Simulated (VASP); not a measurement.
# La2O3 (P-3m1) in VASP: further runs

La2O3 is run at these levels: PBE, r2SCAN; tasks: single point.

Everything below comes from runs of VASP 6.6.1. Logs are shortened: lines on timing, memory, paths and dates and some standing lists are left out, and cuts for length are marked.

**1. The cell of the first run**

Symmetry: P-3m1, No. 164, trigonal system. The conventional cell has a = 3.868 Å, b = 3.868 Å, c = 6.021 Å, α = 90.00°, β = 90.00°, γ = 120.00°. La (site symmetry 3m) has 7 O at 2.33 to 2.67 Å within 3.1 Å. Within 3.1 Å of O (site symmetry 3m) lie 4 La at 2.33 to 2.43 Å and 6 O at 2.84 to 3.09 Å. Within 3.5 Å of O (site symmetry -3m) lie 6 La at 2.67 Å and 6 O at 3.09 Å.

**2. Single point, PBE (strain -1.7%)**

Input file INCAR:

```
ALGO = Normal
EDIFF = 1E-6
ENCUT = 520
GGA = PE
ISIF = 2
ISMEAR = -1
LASPH = True
LCHARG = False
LREAL = False
LWAVE = False
NBANDS = 28
NELM = 60
PREC = Accurate
SIGMA = 0.02
```

Input file KPOINTS:

```
k-points
0
Gamma
  12 12 4
```

Input file POSCAR:

```
La2O3
1.0
    3.8678113046      0.0000000000      0.0000000000
   -1.9339056523      3.3496228469      0.0000000000
    0.0000000000      0.0000000000      6.0214686761
La O
2 3
Direct
    0.6666666667      0.3333333333      0.7568345435
    0.3333333333      0.6666666667      0.2431654565
    0.6666666667      0.3333333333      0.3537141663
    0.3333333333      0.6666666667      0.6462858337
    0.0000000000      0.0000000000      0.0000000000
```

Potentials or basis: VASP PAW PBE potentials, release 64 (La, O).

Command:

```sh
cat potpaw_PBE.64/La/POTCAR potpaw_PBE.64/O/POTCAR > POTCAR
mpirun -np 1 vasp_std > vasp.out
```

OUTCAR:

```text
EDIFF = 1E-6
   ENCUT = 520
   GGA = PE
   ISIF = 2
   ISMEAR = -1
   LASPH = True
   LREAL = False
   NELM = 60
   PREC = Accurate

 ion  position               nearest neighbor table
   1  0.667  0.333  0.757-   4 2.33   4 2.33   4 2.33   3 2.43   5 2.67   5 2.67   5 2.67   2 3.68
                             2 3.68   2 3.68
   2  0.333  0.667  0.243-   3 2.33   3 2.33   3 2.33   4 2.43   5 2.67   5 2.67   5 2.67   1 3.68
                             1 3.68   1 3.68
   3  0.667  0.333  0.354-   2 2.33   2 2.33   2 2.33   1 2.43
   4  0.333  0.667  0.646-   1 2.33   1 2.33   1 2.33   2 2.43
   5  0.000  0.000  0.000-   1 2.67   2 2.67   1 2.67   2 2.67   1 2.67   2 2.67

  LATTYP: Found a hexagonal cell.
 ALAT       =     3.8678113046
 C/A-ratio  =     1.5568155222

  Lattice vectors:

 A1 = (   3.8678113046,   0.0000000000,   0.0000000000)
 A2 = (  -1.9339056523,   3.3496228469,   0.0000000000)
 A3 = (   0.0000000000,   0.0000000000,   6.0214686761)

Analysis of symmetry for initial positions (statically):
=====================================================================
 Subroutine PRICEL returns:
 Original cell was already a primitive cell.

 Routine SETGRP: Setting up the symmetry group for a
 hexagonal supercell.

 Subroutine GETGRP returns: Found 12 space group operations
 (whereof 12 operations were pure point group operations)
 out of a pool of 24 trial point group operations.

The static configuration has the point symmetry D_3d.

Analysis of symmetry for dynamics (positions and initial velocities):
=====================================================================
 Subroutine PRICEL returns:
 Original cell was already a primitive cell.

 Routine SETGRP: Setting up the symmetry group for a
 hexagonal supercell.

 Subroutine GETGRP returns: Found 12 space group operations
 (whereof 12 operations were pure point group operations)
 out of a pool of 24 trial point group operations.

The dynamic configuration has the point symmetry D_3d.

 Subroutine INISYM returns: Found 12 space group operations
 (whereof 12 operations are pure point group operations),
 and found     1 'primitive' translations

----------------------------------------------------------------------------------------

                                     Primitive cell

  volume of cell :      78.0124

  direct lattice vectors                    reciprocal lattice vectors
     3.867811305  0.000000000  0.000000000     0.258544154  0.149270537  0.000000000
    -1.933905652  3.349622847  0.000000000     0.000000000  0.298541073  0.000000000
     0.000000000  0.000000000  6.021468676     0.000000000  0.000000000  0.166072441

  length of vectors
     3.867811305  3.867811305  6.021468676     0.298541073  0.298541073  0.166072441

  position of ions in fractional coordinates (direct lattice)
     0.666666667  0.333333333  0.756834543
     0.333333333  0.666666667  0.243165457
     0.666666667  0.333333333  0.353714166
     0.333333333  0.666666667  0.646285834
     0.000000000  0.000000000  0.000000000

  ion indices of the primitive-cell ions
   primitive index   ion index
                 1           1
                 2           2
                 3           3
                 4           4
                 5           5

----------------------------------------------------------------------------------------

 KPOINTS: k-points

Automatic generation of k-mesh.
 Grid dimensions read from file:
 generate k-points for:   12   12    4

 Generating k-lattice:

  Cartesian coordinates                     Fractional coordinates (reciprocal lattice)
     0.021545346  0.012439211  0.000000000     0.083333333  0.000000000  0.000000000
     0.000000000  0.024878423  0.000000000     0.000000000  0.083333333  0.000000000
     0.000000000  0.000000000  0.041518110     0.000000000  0.000000000  0.250000000

  Length of vectors
     0.024878423  0.024878423  0.041518110

  Shift w.r.t. Gamma in fractional coordinates (k-lattice)
     0.000000000  0.000000000  0.000000000

 Subroutine IBZKPT returns following result:
 ===========================================

 Found     69 irreducible k-points:

 Following reciprocal coordinates:
            Coordinates               Weight
  0.000000  0.000000  0.000000      1.000000
  0.083333  0.000000  0.000000      6.000000
  0.166667  0.000000  0.000000      6.000000
  0.250000  0.000000  0.000000      6.000000
  0.333333  0.000000  0.000000      6.000000
  0.416667  0.000000  0.000000      6.000000
[... 16 lines left out ...]
  0.166667  0.000000  0.250000      6.000000
  0.000000  0.166667  0.250000      6.000000
 [... further k-points ...]
   k-points           NKPTS =     69   k-points in BZ     NKDIM =     69   number of bands    NBANDS=     28
   number of dos      NEDOS =    301   number of ions     NIONS =      5
   total plane-waves  NPLWV =  43200
   dimension x,y,z NGX =    30 NGY =   30 NGZ =   48
   dimension x,y,z NGXF=    60 NGYF=   60 NGZF=   96
   ions per type =               2   3
   NGX,Y,Z   is equivalent  to a cutoff of  12.89, 12.89, 13.25 a.u.
   NGXF,Y,Z  is equivalent  to a cutoff of  25.79, 25.79, 26.50 a.u.
 SYSTEM =  unknown system
   PREC   = accura    normal or accurate (medium, high low for compatibility)
   ISTART =      0    job   : 0-new  1-cont  2-samecut
   ICHARG =      2    charge: 1-file 2-atom 10-const
   ISPIN  =      1    spin polarized calculation?
   LNONCOLLINEAR =      F non collinear calculations
   LSORBIT =      F    spin-orbit coupling
   LASPH  =      T    aspherical Exc in radial PAW
   ENCUT  =  520.0 eV  38.22 Ry    6.18 a.u.   7.19  7.19 11.20*2*pi/ulx,y,z
   NELM   =     60;   NELMIN=  2; NELMDL= -5     # of ELM steps
   EDIFF  = 0.1E-05   stopping-criterion for ELM
   LREAL  =      F    real-space projection
   EDIFFG = 0.1E-04   stopping-criterion for IOM
   NSW    =      0    number of steps for IOM
   IBRION =     -1    ionic relax: 0-MD 1-quasi-New 2-CG
   NFREE  =      0    steps in history (QN), initial steepest desc. (CG)
   ISIF   =      2    stress and relaxation
   ISYM   =      2    0-nonsym 1-usesym 2-fastsym
   POTIM  = 0.5000    time-step for ionic-motion
   TEBEG  =    0.0;   TEEND  =   0.0 temperature during run
   PSTRESS=    0.0 pullay stress
   NELECT =      40.0000    total number of electrons
   NUPDOWN=      -1.0000    fix difference up-down
   EMIN   =  10.00;   EMAX   =-10.00  energy-range for DOS
   EFERMI =   0.00;   METHOD = LEGACY
   ISMEAR =    -1;   SIGMA  =   0.02  broadening in eV -4-tet -1-fermi 0-gaus
   EFERMI_NEDOS =   21; number of points for ismear=-14 and -15
   IALGO  =     38    algorithm
   IMIX   =      4    mixing-type and parameters
     AMIX     =   0.40;   BMIX     =  1.00
     AMIX_MAG =   1.60;   BMIX_MAG =  1.00
  volume/ion in A,a.u.               =      15.60       105.29
  Fermi-wavevector in a.u.,A,eV,Ry     =   1.310309  2.476124 23.359963  1.716909
  Thomas-Fermi vector in A             =   2.440848
   LORBIT       =      0    0 simple, 1 ext, 2 COOP (PROOUT), +10 PAW based schemes
   GGA     = PE    functional components
   LHFCALC =     F    Hartree Fock is set to
   AEXX    =    0.0000 exact exchange contribution
   IVDW    =     0    specifies the selected vdW correction
   LEPSILON=     F    determine dielectric tensor
   LRPA    =     F    only Hartree local field effects (RPA)
 non-spin polarized calculation
  energy-cutoff  :      520.00
  volume of cell :       78.01
 maximum number of plane-waves:      2130
 NGX is ok and might be reduce to    30
   NGX = 15   NGY = 15   NGZ = 23

 number of electron      40.0000003 magnetization

 Free energy of the ion-electron system (eV)
  ---------------------------------------------------
  ext. energy  EPLUGINS =         0.00000000
  ---------------------------------------------------
  free energy    TOTEN  =       -41.70109205 eV

  energy without entropy =      -41.70109205  energy(sigma->0) =      -41.70109205

 E-fermi :   6.9538     XC(G=0): -10.7098

 val. band max:        6.4703273272   @ k =   0.2500   0.2500   0.5000
 cond. band min:      10.3549473590   @ k =   0.5000   0.0000   0.0000
 fundamental gap:      3.8846200319
 Fermi energy:         6.9537618129

 k-point     1 :       0.0000    0.0000    0.0000
  band No.  band energies     occupation
      1     -23.2353      2.00000
      2     -22.9348      2.00000
      3     -10.6503      2.00000
      4      -9.2987      2.00000
      5      -8.9213      2.00000
      6      -6.6736      2.00000
[... 20 lines left out ...]
     27      12.0758      0.00000
     28      12.3462      0.00000

 k-point     2 :       0.0833    0.0000    0.0000
  band No.  band energies     occupation
      1     -23.2203      2.00000
      2     -22.9284      2.00000
      3     -10.6407      2.00000
      4      -9.4438      2.00000
      5      -9.0421      2.00000
      6      -6.7089      2.00000
[... 20 lines left out ...]
     27      12.1259      0.00000
     28      12.3388      0.00000

 k-point     3 :       0.1667    0.0000    0.0000
  band No.  band energies     occupation
      1     -23.1781      2.00000
      2     -22.9116      2.00000
      3     -10.6362      2.00000
      4      -9.7953      2.00000
      5      -9.2741      2.00000
      6      -6.7984      2.00000
[... 20 lines left out ...]
     27      12.1992      0.00000
     28      12.2873      0.00000

 k-point     4 :       0.2500    0.0000    0.0000
  band No.  band energies     occupation
      1     -23.1170      2.00000
      2     -22.8909      2.00000
      3     -10.6952      2.00000
      4     -10.2142      2.00000
      5      -9.3986      2.00000
      6      -6.9097      2.00000
[... 578 lines left out ...]
     27      12.0954      0.00000
     28      12.2487      0.00000

 k-point    23 :       0.1667    0.0000    0.2500
  band No.  band energies     occupation
      1     -23.1403      2.00000
      2     -22.9521      2.00000
      3     -10.5973      2.00000
      4      -9.8000      2.00000
      5      -9.3094      2.00000
      6      -6.7653      2.00000
[... 20 lines left out ...]
     27      12.1293      0.00000
     28      12.2493      0.00000

 k-point    24 :       0.0000    0.1667    0.2500
  band No.  band energies     occupation
      1     -23.1406      2.00000
      2     -22.9518      2.00000
      3     -10.6191      2.00000
      4      -9.8462      2.00000
      5      -9.1814      2.00000
      6      -6.7337      2.00000
[... 20 lines left out ...]
     27      12.1104      0.00000
     28      12.2402      0.00000

 [... further k-points ...]

------------------------ aborting loop because EDIFF is reached ----------------------------------------

  FORCE on cell =-STRESS in cart. coord.  units (eV):
  Direction    XX          YY          ZZ          XY          YZ          ZX
  --------------------------------------------------------------------------------------
  -------------------------------------------------------------------------------------
  Total        4.2820302      4.2820302      3.3667026      0.0000000      0.0000000      0.0000000
  in kB       87.9420712     87.9420712     69.1435561      0.0000000      0.0000000      0.0000000
  external PRESSURE =      81.6758995 kB  Pullay stress =       0.0000000 kB

 VOLUME and BASIS-vectors are now :
 -----------------------------------------------------------------------------
  energy-cutoff  :      520.00
  volume of cell :       78.01
      direct lattice vectors                 reciprocal lattice vectors
     3.867811305  0.000000000  0.000000000     0.258544154  0.149270537  0.000000000
    -1.933905652  3.349622847  0.000000000     0.000000000  0.298541073  0.000000000
     0.000000000  0.000000000  6.021468676     0.000000000  0.000000000  0.166072441

 POSITION                                       TOTAL-FORCE (eV/Angst)
 -----------------------------------------------------------------------------------
      1.93391      1.11654      4.55726         0.000000     -0.000000     -0.044880
     -0.00000      2.23308      1.46421        -0.000000      0.000000      0.044880
      1.93391      1.11654      2.12988         0.000000      0.000000     -0.003849
     -0.00000      2.23308      3.89159         0.000000     -0.000000      0.003849
      0.00000      0.00000      0.00000         0.000000      0.000000      0.000000
 -----------------------------------------------------------------------------------
    total drift:                               -0.000000      0.000000      0.000000

  FREE ENERGIE OF THE ION-ELECTRON SYSTEM (eV)
  ---------------------------------------------------
  free  energy   TOTEN  =       -41.7010920505 eV

  energy  without entropy=      -41.7010920505  energy(sigma->0) =      -41.70109205
```

It took 1.9 min on 1 thread of AMD EPYC 9R45 (Zen 5), shared host; peak memory 0.26 GiB.

Results:

* Free energy: -41.7011 eV
* Pressure: 8.2 GPa
* Largest force: 0.045 eV/Å
* Band gap on the k mesh: 3.88 eV (least direct gap 3.97 eV)

Forces in eV/Å, atoms in the order of the input:
```
La   0.000  0.000 -0.045
La   0.000  0.000  0.045
O    0.000  0.000 -0.004
O    0.000  0.000  0.004
O    0.000  0.000  0.000
```

Stress tensor (GPa, compression positive):
```
8.79 0.00 0.00
0.00 8.79 0.00
0.00 0.00 6.91
```

Caveat: the cell differs from its parent crystal (strain -1.7%); the cell stands under pressure; spin-orbit coupling is left out, which moves the levels of the heavy elements.

**3. Single point, r2SCAN (strain -1.7%)**

POSCAR is that of step 2.

Input file INCAR.step1:

```
SYSTEM = La2O3
  PREC = Accurate
  ENCUT = 520
  ISMEAR = 0
  SIGMA = 0.01
  LREAL = .False.
  LASPH = .True.
  NELM = 100
  NBANDS = 28
  GGA = PE
  ALGO = Normal
  EDIFF = 1E-4
  LWAVE = .True.
  LCHARG = .False.
```

Input file INCAR.step2:

```
SYSTEM = La2O3
  PREC = Accurate
  ENCUT = 520
  EDIFF = 1E-6
  ISMEAR = 0
  SIGMA = 0.01
  LREAL = .False.
  LASPH = .True.
  NELM = 100
  ALGO = Normal
  ISIF = 2
  LWAVE = .False.
  LCHARG = .False.
  METAGGA = R2SCAN
  LMIXTAU = .True.
  NBANDS = 28
  ISTART = 1
```

Input file KPOINTS:

```
Automatic mesh
0
Gamma
  12 12 4
  0 0 0
```

Potentials or basis: VASP PAW PBE potentials, release 64 (La, O).

Command:

```sh
cat potpaw_PBE.64/La/POTCAR potpaw_PBE.64/O/POTCAR > POTCAR
cp INCAR.step1 INCAR
mpirun -np 1 vasp_std > vasp.out
cp INCAR.step2 INCAR
mpirun -np 1 vasp_std > vasp.out
```

It took 7.9 min on 1 thread of AMD EPYC 9R45 (Zen 5), shared host; peak memory 0.27 GiB.

Results (log left out):

```yaml
Free_energy: -95.9731 eV
Pressure: 6.9 GPa
Largest_force: 0.031 eV/Å
Band_gap_on_the_k_mesh: 4.31 eV (least direct gap 4.36 eV)
```

Forces on the atoms (eV/Å):
```
La   0.000  0.000 -0.031
La   0.000  0.000  0.031
O    0.000  0.000 -0.007
O    0.000  0.000  0.007
O    0.000  0.000  0.000
```

Stress tensor (GPa, compression positive):
```
7.65 0.00 0.00
0.00 7.65 0.00
0.00 0.00 5.42
```

Levels at points of the mesh, in eV from the valence-band top:
| k point | band 17 | band 18 | band 19 | band 20 | band 21 | band 22 | band 23 | band 24 |
| --- | --- | --- | --- | --- | --- | --- | --- | --- |
| (0.00, 0.00, 0.00) | -1.81 | -0.49 | -0.49 | -0.19 | 4.96 | 5.16 | 5.16 | 6.05 |
| (0.50, 0.00, 0.00) | -0.75 | -0.68 | -0.44 | -0.35 | 4.34 | 5.41 | 5.95 | 6.04 |
| (0.00, 0.00, 0.50) | -1.03 | -0.92 | -0.38 | -0.38 | 5.34 | 5.34 | 5.40 | 5.71 |
| (0.50, 0.00, 0.50) | -0.93 | -0.84 | -0.34 | -0.05 | 5.00 | 5.25 | 5.91 | 6.03 |

Caveat: the cell differs from its parent crystal (strain -1.7%); the cell stands under pressure; the PAW data sets were made with another functional, which shifts forces and pressure a little; spin-orbit coupling is left out, which moves the levels of the heavy elements. A k mesh can miss the band edges.
